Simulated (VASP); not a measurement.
# WC (P1) in VASP: further runs, part 2 of 2

VASP 6.6.1.

## Step 4: Single point, PBE

INCAR reads:

```
PREC     = Accurate       # precision mode
ENCUT    = 520            # plane-wave cutoff, eV
EDIFF    = 1E-6           # SCF threshold, eV
ISMEAR   = -1             # smearing method
SIGMA    = 0.36           # smearing width, eV
LREAL    = Auto         
LASPH    = True           # aspherical terms in the spheres
NELM     = 100            # most SCF steps
ALGO     = Normal         # electronic algorithm
ISIF     = 2              # what is computed and relaxed
LWAVE    = False          # write WAVECAR
LCHARG   = False          # write CHGCAR
GGA      = PE             # functional
NBANDS   = 86             # bands
```

KPOINTS reads:

```
Automatic mesh
0
Gamma
  2 3 3
```

POSCAR reads:

```
WC
1.0
   -2.9390120000     -5.0905180000      0.0000000000
    4.4085180000     -2.5452590000      0.0000000000
    0.0000000000      0.0000000000      5.7523970000
W C
8 8
Direct
    0.6991313746      0.4902680446     -0.0081183548
    0.6979331375      0.4885392021      0.5022428042
    0.4556744918     -0.0304563122      0.0006084420
    0.4369329804     -0.0339907260      0.4811907106
    0.2127354891      0.4664225382      0.0111953330
    0.1895528159      0.4709060960      0.4922643552
   -0.0310465747     -0.0323569634      0.0022077753
   -0.0503258770     -0.0463666830      0.4963148406
    0.4390324899      0.6413088835      0.2375357612
    0.4386602629      0.6612262390      0.7314168337
    0.2399762589      0.1105571316      0.2122593416
    0.1915889209      0.1125280962      0.7338506018
   -0.0390617885      0.6108395009      0.2285482035
   -0.0505879635      0.5978247947      0.7515128041
    0.7098139921      0.1425313088      0.2787533614
    0.7030913555      0.1309496595      0.7510608186
```

Potentials or basis: VASP PAW PBE potentials, release 64 (W_sv, C).

Launch:

```
> cat potpaw_PBE.64/W_sv/POTCAR potpaw_PBE.64/C/POTCAR > POTCAR
> mpirun -np 1 vasp_std > vasp.out
```

OUTCAR:

```text
PREC = Accurate
   ENCUT = 520
   EDIFF = 1E-6
   ISMEAR = -1
   LREAL = Auto
   LASPH = True
   NELM = 100
   ISIF = 2
   GGA = PE

 ion  position               nearest neighbor table
   1  0.699  0.490  0.992-  14 2.09  13 2.14   9 2.22  16 2.29  10 2.31  15 2.42   2 2.82   3 2.83
                             5 2.86   7 2.90   2 2.94   3 3.01   5 3.02   7 3.10
   2  0.698  0.489  0.502-  14 2.13  15 2.18  10 2.20   9 2.29  13 2.29  16 2.32   8 2.79   1 2.82
                             4 2.88   6 2.89   1 2.94   6 2.99   4 3.07   8 3.10
   3  0.456  0.970  0.001-  11 1.90   9 2.16  16 2.20  10 2.21  12 2.30  15 2.36   4 2.77   1 2.83
                             7 2.86   5 2.91   5 2.93   4 2.99   1 3.01   7 3.02
   4  0.437  0.966  0.481-  11 2.07  10 2.12   9 2.17  15 2.18  12 2.18  16 2.36   3 2.77   8 2.87
                             2 2.88   6 2.91   6 2.95   3 2.99   8 3.02   2 3.07
   5  0.213  0.466  0.011-   9 2.06  13 2.07  11 2.16  14 2.25  10 2.31  12 2.41   6 2.77   1 2.86
                             3 2.91   7 2.92   7 2.93   3 2.93   6 2.99   1 3.02
   6  0.190  0.471  0.492-  13 2.15  14 2.15  10 2.23   9 2.25  12 2.29  11 2.46   5 2.77   8 2.83
                             2 2.89   4 2.91   4 2.95   8 2.99   5 2.99   2 2.99
   7  0.969  0.968  0.002-  11 2.13  12 2.15  13 2.24  16 2.28  14 2.37  15 2.38   8 2.85   3 2.86
                             1 2.90   8 2.91   5 2.92   5 2.93   3 3.02   1 3.10
   8  0.950  0.954  0.496-  15 2.12  12 2.13  16 2.25  13 2.33  14 2.33  11 2.49   2 2.79   6 2.83
                             7 2.85   4 2.87   7 2.91   6 2.99   4 3.02   2 3.10
   9  0.439  0.641  0.238-   5 2.06   3 2.16   4 2.17   1 2.22   6 2.25   2 2.29
  10  0.439  0.661  0.731-   4 2.12   2 2.20   3 2.21   6 2.23   5 2.31   1 2.31
  11  0.240  0.111  0.212-   3 1.90   4 2.07   7 2.13   5 2.16   6 2.46   8 2.49
  12  0.192  0.113  0.734-   8 2.13   7 2.15   4 2.18   6 2.29   3 2.30   5 2.41
  13  0.961  0.611  0.229-   5 2.07   1 2.14   6 2.15   7 2.24   2 2.29   8 2.33
  14  0.949  0.598  0.752-   1 2.09   2 2.13   6 2.15   5 2.25   8 2.33   7 2.37
  15  0.710  0.143  0.279-   8 2.12   4 2.18   2 2.18   3 2.36   7 2.38   1 2.42
  16  0.703  0.131  0.751-   3 2.20   8 2.25   7 2.28   1 2.29   2 2.32   4 2.36

  LATTYP: Found a simple orthorhombic cell.
 ALAT       =     5.0905180810
 B/A-ratio  =     1.1300219169
 C/A-ratio  =     1.1547005261

  Lattice vectors:

 A1 = (   4.4085180000,  -2.5452590000,   0.0000000000)
 A2 = (   0.0000000000,   0.0000000000,   5.7523970000)
 A3 = (  -2.9390120000,  -5.0905180000,   0.0000000000)

Analysis of symmetry for initial positions (statically):
=====================================================================
 Subroutine PRICEL returns:
 Original cell was already a primitive cell.

 Routine SETGRP: Setting up the symmetry group for a
 simple orthorhombic supercell.

 Subroutine GETGRP returns: Found  1 space group operations
 (whereof  1 operations were pure point group operations)
 out of a pool of  8 trial point group operations.

The static configuration has the point symmetry C_1 .

Analysis of symmetry for dynamics (positions and initial velocities):
=====================================================================
 Subroutine PRICEL returns:
 Original cell was already a primitive cell.

 Routine SETGRP: Setting up the symmetry group for a
 simple orthorhombic supercell.

 Subroutine GETGRP returns: Found  1 space group operations
 (whereof  1 operations were pure point group operations)
 out of a pool of  8 trial point group operations.

[... 90 lines left out ...]
  0.500000 -0.000000  0.333333      2.000000
  0.000000  0.333333  0.333333      2.000000
  0.000000  0.333333 -0.333333      2.000000
  0.500000  0.333333  0.333333      2.000000
  0.500000  0.333333 -0.333333      2.000000
   k-points           NKPTS =     10   k-points in BZ     NKDIM =     10   number of bands    NBANDS=     86
   number of dos      NEDOS =    301   number of ions     NIONS =     16
   total plane-waves  NPLWV =  92160
   dimension x,y,z NGX =    48 NGY =   40 NGZ =   48
   dimension x,y,z NGXF=    96 NGYF=   80 NGZF=   96
   ions per type =               8   8
   NGX,Y,Z   is equivalent  to a cutoff of  13.58, 13.06, 13.87 a.u.
   NGXF,Y,Z  is equivalent  to a cutoff of  27.15, 26.13, 27.74 a.u.
 SYSTEM =  unknown system
   PREC   = accura    normal or accurate (medium, high low for compatibility)
   ISTART =      0    job   : 0-new  1-cont  2-samecut
   ICHARG =      2    charge: 1-file 2-atom 10-const
   ISPIN  =      1    spin polarized calculation?
   LNONCOLLINEAR =      F non collinear calculations
   LSORBIT =      F    spin-orbit coupling
   LASPH  =      T    aspherical Exc in radial PAW
   ENCUT  =  520.0 eV  38.22 Ry    6.18 a.u.  10.93  9.46 10.70*2*pi/ulx,y,z
   NELM   =    100;   NELMIN=  2; NELMDL= -5     # of ELM steps
   EDIFF  = 0.1E-05   stopping-criterion for ELM
   LREAL  =      T    real-space projection
   EDIFFG = 0.1E-04   stopping-criterion for IOM
   NSW    =      0    number of steps for IOM
[... 5 lines left out ...]
   TEBEG  =    0.0;   TEEND  =   0.0 temperature during run
   PSTRESS=    0.0 pullay stress
   NELECT =     144.0000    total number of electrons
   NUPDOWN=      -1.0000    fix difference up-down
   EMIN   =  10.00;   EMAX   =-10.00  energy-range for DOS
   EFERMI =   0.00;   METHOD = LEGACY
   ISMEAR =    -1;   SIGMA  =   0.36  broadening in eV -4-tet -1-fermi 0-gaus
   EFERMI_NEDOS =   21; number of points for ismear=-14 and -15
   IALGO  =     38    algorithm
   IMIX   =      4    mixing-type and parameters
     AMIX     =   0.40;   BMIX     =  1.00
     AMIX_MAG =   1.60;   BMIX_MAG =  1.00
  volume/ion in A,a.u.               =      10.76        72.60
  Fermi-wavevector in a.u.,A,eV,Ry     =   1.542582  2.915057 32.375870  2.379559
  Thomas-Fermi vector in A             =   2.648366
   LORBIT       =      0    0 simple, 1 ext, 2 COOP (PROOUT), +10 PAW based schemes
   GGA     = PE    functional components
   LHFCALC =     F    Hartree Fock is set to
   AEXX    =    0.0000 exact exchange contribution
   IVDW    =     0    specifies the selected vdW correction
   LEPSILON=     F    determine dielectric tensor
   LRPA    =     F    only Hartree local field effects (RPA)
 non-spin polarized calculation
  energy-cutoff  :      520.00
  volume of cell :      172.12
 maximum number of plane-waves:      4649
 NGX is ok and might be reduce to    48
   NGX = 21   NGY = 19   NGZ = 21

 number of electron     144.0000005 magnetization

 Free energy of the ion-electron system (eV)
  ---------------------------------------------------
  ext. energy  EPLUGINS =         0.00000000
  ---------------------------------------------------
  free energy    TOTEN  =      -176.90083293 eV

  energy without entropy =     -175.10892982  energy(sigma->0) =     -176.00488138

 E-fermi :  10.8704     XC(G=0): -13.5781

 val. band max:       10.8548721830   @ k =   0.0000   0.3333  -0.3333
 cond. band min:      10.9039689298   @ k =   0.0000   0.3333   0.3333
 fundamental gap:      0.0490967469
 Fermi energy:        10.8704382562

 k-point     1 :       0.0000    0.0000    0.0000
  band No.  band energies     occupation
      1     -63.4443      2.00000
      2     -63.4224      2.00000
      3     -63.3859      2.00000
      4     -63.3753      2.00000
      5     -63.3559      2.00000
      6     -63.3366      2.00000
[... 859 lines left out ...]
     83      14.2999      0.00015
     84      14.5127      0.00008
 [bands above 84 left out]

------------------------ aborting loop because EDIFF is reached ----------------------------------------

  FORCE on cell =-STRESS in cart. coord.  units (eV):
  Direction    XX          YY          ZZ          XY          YZ          ZX
  --------------------------------------------------------------------------------------
  -------------------------------------------------------------------------------------
  Total        3.1622469      3.6651795     -1.1262032      3.2605459      1.1479628      2.2302575
  in kB       29.4350092     34.1164349    -10.4829899     30.3500015     10.6855335     20.7598119
  external PRESSURE =      17.6894847 kB  Pullay stress =       0.0000000 kB

 VOLUME and BASIS-vectors are now :
 -----------------------------------------------------------------------------
  energy-cutoff  :      520.00
  volume of cell :      172.12
      direct lattice vectors                 reciprocal lattice vectors
    -2.939012000 -5.090518000  0.000000000    -0.085062599 -0.147332747  0.000000000
     4.408518000 -2.545259000  0.000000000     0.170125199 -0.098221831  0.000000000
     0.000000000  0.000000000  5.752397000     0.000000000  0.000000000  0.173840575

 POSITION                                       TOTAL-FORCE (eV/Angst)
 -----------------------------------------------------------------------------------
      0.10660     -4.80680      5.70570        -2.851770      1.296214      0.855492
      0.10250     -4.79630      2.88910        -2.289170      1.736021     -0.764853
      2.93502     -4.78736      0.00350        -1.957646     -2.178354     -4.077612
      2.97452     -4.68296      2.76800        -0.500976     -2.568849      2.987281
      1.43100     -2.27010      0.06440        -0.111133      1.619644     -4.168253
      1.51890     -2.16350      2.83170        -1.982281     -0.629023      1.173271
[... 8 lines left out ...]
     -1.45780     -3.97610      1.60350         0.081456      0.128404     -2.526665
     -1.48910     -3.91240      4.32040         0.587661     -0.239881     -0.201105
 -----------------------------------------------------------------------------------
    total drift:                                0.014766      0.011536      0.009299

  FREE ENERGIE OF THE ION-ELECTRON SYSTEM (eV)
  ---------------------------------------------------
  free  energy   TOTEN  =      -176.9008329345 eV

  energy  without entropy=     -175.1089298191  energy(sigma->0) =     -176.00488138
```

Run time: 10 min. Hardware: 1 thread of Intel Xeon 8259CL, shared host; peak memory 0.34 GiB.

What came out:

```yaml
Free_energy: -176.9008 eV
Pressure: 1.8 GPa
Largest_force: 6.690 eV/Å
Band_gap_on_the_k_mesh: 0.01 eV (least direct gap 0.18 eV)
```

Forces in eV/Å, atoms in the order of the input:
```
W   -2.852  1.296  0.855
W   -2.289  1.736 -0.765
W   -1.958 -2.178 -4.078
W   -0.501 -2.569  2.987
W   -0.111  1.620 -4.168
W   -1.982 -0.629  1.173
W    0.833  2.200 -1.101
W    1.024 -0.306  0.517
C   -0.790 -1.291  1.129
C   -1.804  0.678  0.957
C    4.924  2.802  3.559
C    0.820 -1.315  0.444
C    2.187 -0.041  1.579
C    1.832 -1.891 -0.363
C    0.081  0.128 -2.527
C    0.588 -0.240 -0.201
```

Caveat: the k points lie up to 0.53 Å⁻¹ apart; the smearing spreads over this small gap; the atoms stand as in a frame of molecular dynamics; so wide a smearing shifts energies and pressures; spin-orbit coupling is left out, which moves the levels of the heavy elements; forces of over 1 eV/Å act on the atoms, so gaps and moduli don't describe the material at rest. A k mesh can miss the band edges.

## Step 5: The runs side by side

| cell | gap on the mesh (eV) | pressure (GPa) | largest force (eV/Å) |
| --- | --- | --- | --- |
| as given, atomic positions A | none | 10.3 | 9.48 |
| as given, atomic positions B | none | 6.0 | 6.53 |
| as given, atomic positions C | 0.01 | 1.8 | 6.69 |

Alike in all rows: task single point; level PBE; potentials or basis VASP PAW PBE potentials, release 64 (W_sv, C); no spin polarisation; k mesh 2 × 3 × 3; cutoff (eV) 520; smearing fermi-dirac 0.36 eV.

Caveats: all runs use coarse meshes; so wide a smearing shifts energies and pressures; spin-orbit coupling is left out, which moves the levels of the heavy elements; forces of over 1 eV/Å act on the atoms, so gaps and moduli don't describe the material at rest; the atoms stand as in a frame of molecular dynamics (at least some runs); the smearing spreads over this small gap (at least some runs).

Absolute energies hang on the potentials; compare differences alone.

The gap in the log of VASP goes by the Fermi energy; the results here count the filled bands.